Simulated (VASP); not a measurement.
A run of VASP 6.6.1:

The input INCAR:

```
PREC = Accurate
ENCUT = 520
EDIFF = 1E-6
ISMEAR = 0
SIGMA = 0.1
LREAL = False
LASPH = True
NELM = 150
ALGO = Fast
ISIF = 2
LWAVE = False
LCHARG = False
ISPIN = 2
MAGMOM = 0 0 2.2 2.2 0 0
LORBIT = 11
LMAXMIX = 4
GGA = PS
NBANDS = 42
```

File KPOINTS:

```
Automatic mesh
0
Gamma
  10 10 6
```

POSCAR

```
MgMnGe
1.0
    3.7917887439      0.0000000000      0.0000000000
    0.0000000000      3.7917887439      0.0000000000
    0.0000000000      0.0000000000      6.3816716731
Mg Mn Ge
2 2 2
Direct
    0.5000000000      0.0000000000      0.1671308168
    0.0000000000      0.5000000000      0.8328691832
    0.0000000000      0.0000000000      0.5000000000
    0.5000000000      0.5000000000      0.5000000000
    0.5000000000      0.0000000000      0.7386977358
    0.0000000000      0.5000000000      0.2613022642
```

Potentials or basis: VASP PAW PBE potentials, release 64 (Mg, Mn_pv, Ge_d).

Command:

```bash
$ cat potpaw_PBE.64/Mg/POTCAR potpaw_PBE.64/Mn_pv/POTCAR potpaw_PBE.64/Ge_d/POTCAR > POTCAR
$ mpirun -np 1 vasp_std > vasp.out
```

Hardware: 1 thread of AMD EPYC 9R45 96-Core Processor (Zen 5), with other jobs on the host.

Q: Estimate the wall time of this run.

A: Wall time 7.6 min on 1 thread of AMD EPYC 9R45 96-Core Processor (Zen 5), with other jobs on the host, peak memory 0.53 GiB. Counts: scf iterations 15, k points 84.
